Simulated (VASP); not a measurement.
# ZnSe (kscan) (F-43m) in VASP: relaxation of cell and atoms with r2SCAN

Aim: the relaxation of cell and atoms of ZnSe (kscan) with r2SCAN.

All numbers are computed with VASP 6.6.1; they aren't measurements. Logs are shortened: lines on timing, memory, paths and dates and some standing lists are left out, and cuts for length are marked.

## (1) The cell of the first run

Symmetry: F-43m, No. 216, cubic system. Conventional cell: a = 5.665 Å, b = 5.665 Å, c = 5.665 Å, α = 90.00°, β = 90.00°, γ = 90.00°. Within 3.2 Å of Zn (site symmetry -43m) lie 4 Se at 2.45 Å. Within 3.2 Å of Se (site symmetry -43m) lie 4 Zn at 2.45 Å.

## (2) Relaxation of cell and atoms, r2SCAN

POSCAR

```
ZnSe
1.0
    0.0000000000      2.8324425400      2.8324425400
    2.8324425400      0.0000000000      2.8324425400
    2.8324425400      2.8324425400      0.0000000000
Zn Se
1 1
Direct
    0.0000000000      0.0000000000      0.0000000000
    0.2500000000      0.2500000000      0.2500000000
```

INCAR.step1

```
SYSTEM = ZnSe
PREC     = Accurate       ! precision mode
ENCUT    = 600            ! plane-wave cutoff, eV
ISMEAR   = 0              ! smearing method
SIGMA    = 0.02           ! smearing width, eV
LREAL    = .False.        ! projectors in reciprocal space
LASPH    = .True.         ! aspherical terms in the spheres
NELM     = 80             ! most SCF steps
GGA      = PE             ! functional
ALGO     = Normal         ! electronic algorithm
EDIFF    = 1E-4           ! SCF threshold, eV
LWAVE    = .True.         ! write WAVECAR
LCHARG   = .False.        ! write CHGCAR
```

INCAR.step2

```
SYSTEM = ZnSe
PREC     = Accurate       ! precision mode
ENCUT    = 600            ! plane-wave cutoff, eV
EDIFF    = 1E-7           ! SCF threshold, eV
ISMEAR   = 0              ! smearing method
SIGMA    = 0.02           ! smearing width, eV
LREAL    = .False.        ! projectors in reciprocal space
LASPH    = .True.         ! aspherical terms in the spheres
NELM     = 80             ! most SCF steps
ALGO     = Normal         ! electronic algorithm
ISIF     = 3              ! what is computed and relaxed
LWAVE    = .False.        ! write WAVECAR
LCHARG   = .False.        ! write CHGCAR
METAGGA  = R2SCAN         ! meta-GGA
LMIXTAU  = .True.       
IBRION   = 2              ! ionic algorithm
NSW      = 100            ! ionic steps
EDIFFG   = -0.002         ! ionic threshold
ISTART   = 1
```

KPOINTS

```
regular mesh
0
Gamma
  8 8 8
  0 0 0
```

Potentials or basis: VASP PAW PBE potentials, release 64 (Zn, Se).

Started as:

```console
$ cat potpaw_PBE.64/Zn/POTCAR potpaw_PBE.64/Se/POTCAR > POTCAR
$ cp INCAR.step1 INCAR
$ mpirun -np 1 vasp_std > vasp.out
$ cp INCAR.step2 INCAR
$ mpirun -np 1 vasp_std > vasp.out
```

OUTCAR:

```text
SYSTEM = ZnSe
   PREC = Accurate
   ENCUT = 600
   EDIFF = 1E-7
   ISMEAR = 0
   LREAL = .False.
   LASPH = .True.
   NELM = 80
   ISIF = 3
   METAGGA = R2SCAN
   IBRION = 2
   NSW = 100
   EDIFFG = -0.002
   ISTART = 1

 ion  position               nearest neighbor table
   1  0.000  0.000  0.000-   2 2.45   2 2.45   2 2.45   2 2.45
   2  0.250  0.250  0.250-   1 2.45   1 2.45   1 2.45   1 2.45

  LATTYP: Found a face centered cubic cell.
 ALAT       =     5.6648850800

  Lattice vectors:

 A1 = (   0.0000000000,   2.8324425400,   2.8324425400)
 A2 = (   2.8324425400,   0.0000000000,   2.8324425400)
 A3 = (   2.8324425400,   2.8324425400,   0.0000000000)

Analysis of symmetry for initial positions (statically):
=====================================================================
 Subroutine PRICEL returns:
 Original cell was already a primitive cell.

 Routine SETGRP: Setting up the symmetry group for a
 face centered cubic supercell.

 Subroutine GETGRP returns: Found 24 space group operations
 (whereof 24 operations were pure point group operations)
 out of a pool of 48 trial point group operations.

The static configuration has the point symmetry T_d .

Analysis of symmetry for dynamics (positions and initial velocities):
=====================================================================
 Subroutine PRICEL returns:
 Original cell was already a primitive cell.

 Routine SETGRP: Setting up the symmetry group for a
 face centered cubic supercell.

 Subroutine GETGRP returns: Found 24 space group operations
 (whereof 24 operations were pure point group operations)
 out of a pool of 48 trial point group operations.

The dynamic configuration has the point symmetry T_d .

 Subroutine INISYM returns: Found 24 space group operations
 (whereof 24 operations are pure point group operations),
 and found     1 'primitive' translations

----------------------------------------------------------------------------------------

                                     Primitive cell

  volume of cell :      45.4478

  direct lattice vectors                    reciprocal lattice vectors
     0.000000000  2.832442540  2.832442540    -0.176526088  0.176526088  0.176526088
     2.832442540  0.000000000  2.832442540     0.176526088 -0.176526088  0.176526088
     2.832442540  2.832442540  0.000000000     0.176526088  0.176526088 -0.176526088

  length of vectors
     4.005678655  4.005678655  4.005678655     0.305752153  0.305752153  0.305752153

  position of ions in fractional coordinates (direct lattice)
     0.000000000  0.000000000  0.000000000
     0.250000000  0.250000000  0.250000000

  ion indices of the primitive-cell ions
   primitive index   ion index
                 1           1
                 2           2

----------------------------------------------------------------------------------------

 KPOINTS: regular mesh

Automatic generation of k-mesh.
 Grid dimensions read from file:
 generate k-points for:    8    8    8

 Generating k-lattice:

  Cartesian coordinates                     Fractional coordinates (reciprocal lattice)
    -0.022065761  0.022065761  0.022065761     0.125000000  0.000000000  0.000000000
     0.022065761 -0.022065761  0.022065761     0.000000000  0.125000000  0.000000000
     0.022065761  0.022065761 -0.022065761     0.000000000  0.000000000  0.125000000

  Length of vectors
     0.038219019  0.038219019  0.038219019

  Shift w.r.t. Gamma in fractional coordinates (k-lattice)
     0.000000000  0.000000000  0.000000000

 Subroutine IBZKPT returns following result:
 ===========================================

 Found     29 irreducible k-points:

 Following reciprocal coordinates:
            Coordinates               Weight
  0.000000  0.000000  0.000000      1.000000
  0.125000  0.000000  0.000000      8.000000
  0.250000  0.000000  0.000000      8.000000
  0.375000  0.000000  0.000000      8.000000
  0.500000  0.000000  0.000000      4.000000
  0.125000  0.125000  0.000000      6.000000
[... 16 lines left out ...]
  0.500000  0.250000  0.125000     48.000000
 -0.375000  0.250000  0.125000     24.000000
 [... further k-points ...]
   k-points           NKPTS =     29   k-points in BZ     NKDIM =     29   number of bands    NBANDS=     13
   number of dos      NEDOS =    301   number of ions     NIONS =      2
   total plane-waves  NPLWV =  32768
   dimension x,y,z NGX =    32 NGY =   32 NGZ =   32
   dimension x,y,z NGXF=    64 NGYF=   64 NGZF=   64
   ions per type =               1   1
   NGX,Y,Z   is equivalent  to a cutoff of  13.28, 13.28, 13.28 a.u.
   NGXF,Y,Z  is equivalent  to a cutoff of  26.56, 26.56, 26.56 a.u.
 SYSTEM =  ZnSe
   PREC   = accura    normal or accurate (medium, high low for compatibility)
   ISTART =      1    job   : 0-new  1-cont  2-samecut
   ICHARG =      0    charge: 1-file 2-atom 10-const
   ISPIN  =      1    spin polarized calculation?
   LNONCOLLINEAR =      F non collinear calculations
   LSORBIT =      F    spin-orbit coupling
   LASPH  =      T    aspherical Exc in radial PAW
   ENCUT  =  600.0 eV  44.10 Ry    6.64 a.u.   8.00  8.00  8.00*2*pi/ulx,y,z
   NELM   =     80;   NELMIN=  2; NELMDL=  0     # of ELM steps
   EDIFF  = 0.1E-06   stopping-criterion for ELM
   LREAL  =      F    real-space projection
   EDIFFG = -.2E-02   stopping-criterion for IOM
   NSW    =    100    number of steps for IOM
   IBRION =      2    ionic relax: 0-MD 1-quasi-New 2-CG
   NFREE  =      1    steps in history (QN), initial steepest desc. (CG)
   ISIF   =      3    stress and relaxation
   ISYM   =      2    0-nonsym 1-usesym 2-fastsym
   POTIM  = 0.5000    time-step for ionic-motion
   TEBEG  =    0.0;   TEEND  =   0.0 temperature during run
   PSTRESS=    0.0 pullay stress
   NELECT =      18.0000    total number of electrons
   NUPDOWN=      -1.0000    fix difference up-down
   EMIN   =  10.00;   EMAX   =-10.00  energy-range for DOS
   EFERMI =   0.00;   METHOD = LEGACY
   ISMEAR =     0;   SIGMA  =   0.02  broadening in eV -4-tet -1-fermi 0-gaus
   EFERMI_NEDOS =   21; number of points for ismear=-14 and -15
   IALGO  =     38    algorithm
   IMIX   =      4    mixing-type and parameters
     AMIX     =   0.40;   BMIX     =  1.00
     AMIX_MAG =   1.60;   BMIX_MAG =  1.00
  volume/ion in A,a.u.               =      22.72       153.35
  Fermi-wavevector in a.u.,A,eV,Ry     =   1.202249  2.271922 19.665909  1.445404
  Thomas-Fermi vector in A             =   2.338036
   LORBIT       =      0    0 simple, 1 ext, 2 COOP (PROOUT), +10 PAW based schemes
   METAGGA = R2SCAN    functional components
   LHFCALC =     F    Hartree Fock is set to
   AEXX    =    0.0000 exact exchange contribution
   IVDW    =     0    specifies the selected vdW correction
   LEPSILON=     F    determine dielectric tensor
   LRPA    =     F    only Hartree local field effects (RPA)
 conjugate gradient relaxation of ions
 non-spin polarized calculation
 Gauss-broadening in eV      SIGMA  =   0.02
  energy-cutoff  :      600.00
  volume of cell :       45.45
 maximum number of plane-waves:      1540
   NGX = 17   NGY = 17   NGZ = 17

--------------------------------------- Ionic step        1  -------------------------------------------

 number of electron      17.9999990 magnetization

 Free energy of the ion-electron system (eV)
  ---------------------------------------------------
  ext. energy  EPLUGINS =         0.00000000
  ---------------------------------------------------
  free energy    TOTEN  =       -24.91069734 eV

  energy without entropy =      -24.91069734  energy(sigma->0) =      -24.91069734

------------------------ aborting loop because EDIFF is reached ----------------------------------------

  FORCE on cell =-STRESS in cart. coord.  units (eV):
  Direction    XX          YY          ZZ          XY          YZ          ZX
  --------------------------------------------------------------------------------------
  -------------------------------------------------------------------------------------
  Total        0.0215850      0.0215850      0.0215850      0.0000000      0.0000000      0.0000000
  in kB        0.7609378      0.7609378      0.7609378      0.0000000      0.0000000      0.0000000
  external PRESSURE =       0.7609378 kB  Pullay stress =       0.0000000 kB
[... 57 lines left out ...]
  energy  without entropy=      -24.9106772476  energy(sigma->0) =      -24.91067725

--------------------------------------- Ionic step        3  -------------------------------------------

 number of electron      17.9999991 magnetization

 Free energy of the ion-electron system (eV)
  ---------------------------------------------------
  ext. energy  EPLUGINS =         0.00000000
  ---------------------------------------------------
  free energy    TOTEN  =       -24.91068695 eV

  energy without entropy =      -24.91068695  energy(sigma->0) =      -24.91068695

 E-fermi :   1.4349     XC(G=0):  -9.9211

 val. band max:        1.3005316716   @ k =   0.0000   0.0000   0.0000
 cond. band min:       3.1691299091   @ k =   0.0000   0.0000   0.0000
 fundamental gap:      1.8685982375
 Fermi energy:         1.4349255869

 k-point     1 :       0.0000    0.0000    0.0000
  band No.  band energies     occupation
      1     -12.4146      2.00000
      2      -5.3955      2.00000
      3      -5.3955      2.00000
      4      -5.3955      2.00000
      5      -4.9874      2.00000
      6      -4.9874      2.00000
      7       1.3005      2.00000
      8       1.3005      2.00000
      9       1.3005      2.00000
     10       3.1691      0.00000
     11       7.6161      0.00000
     12       7.6162      0.00000
     13       7.6162      0.00000
[... 353 lines left out ...]
 k-point    24 :      -0.3750    0.2500    0.1250
  band No.  band energies     occupation
      1     -11.4629      2.00000
      2      -5.2803      2.00000
      3      -5.2439      2.00000
      4      -5.0223      2.00000
      5      -4.9814      2.00000
      6      -4.7815      2.00000
      7      -3.6484      2.00000
      8      -1.1290      2.00000
      9      -0.1877      2.00000
     10       6.0317      0.00000
     11       7.2641      0.00000
     12       9.2614      0.00000
     13      10.5374      0.00000

 [... further k-points ...]

------------------------ aborting loop because EDIFF is reached ----------------------------------------

  FORCE on cell =-STRESS in cart. coord.  units (eV):
  Direction    XX          YY          ZZ          XY          YZ          ZX
  --------------------------------------------------------------------------------------
  -------------------------------------------------------------------------------------
  Total       -0.0001488     -0.0001488     -0.0001488      0.0000000      0.0000000      0.0000000
  in kB       -0.0052382     -0.0052382     -0.0052382      0.0000000      0.0000000      0.0000000
  external PRESSURE =      -0.0052382 kB  Pullay stress =       0.0000000 kB
[... 17 lines left out ...]
  FREE ENERGIE OF THE ION-ELECTRON SYSTEM (eV)
  ---------------------------------------------------
  free  energy   TOTEN  =       -24.9106869488 eV

  energy  without entropy=      -24.9106869488  energy(sigma->0) =      -24.91068695

 reached required accuracy - stopping structural energy minimisation
```

It took 67 s on 1 thread of Intel Xeon 6975P-C (Granite Rapids), shared host; peak memory 0.2 GiB.

What came out:

```
Free energy                            : -24.9107 eV
Relaxed volume                         : 22.75 Å³/atom
Relaxed cell                           : a = 4.007 Å, b = 4.007 Å, c = 4.007 Å, α = 60.00°, β = 60.00°, γ = 60.00°
Space group after relaxing (to 0.05 Å) : F-43m (No. 216)
Energy gained by relaxing              : 0.0 meV/atom
Ionic steps                            : 3
Pressure after relaxing                : 0.0 GPa
Band gap on the k mesh                 : 1.87 eV, direct
```

Final structure:
```yaml
crystal:
  lattice:
    - [0.00000, 2.83353, 2.83353]
    - [2.83353, 0.00000, 2.83353]
    - [2.83353, 2.83353, 0.00000]
  atoms:
    - { symbol: Zn, position: [0.00000, 0.00000, 0.00000] }
    - { symbol: Se, position: [0.25000, 0.25000, 0.25000] }
```

Caveat: the PAW data sets were made with another functional, which shifts forces and pressure a little. r2SCAN opens gaps a little over a GGA but as a rule still falls short of measured ones.
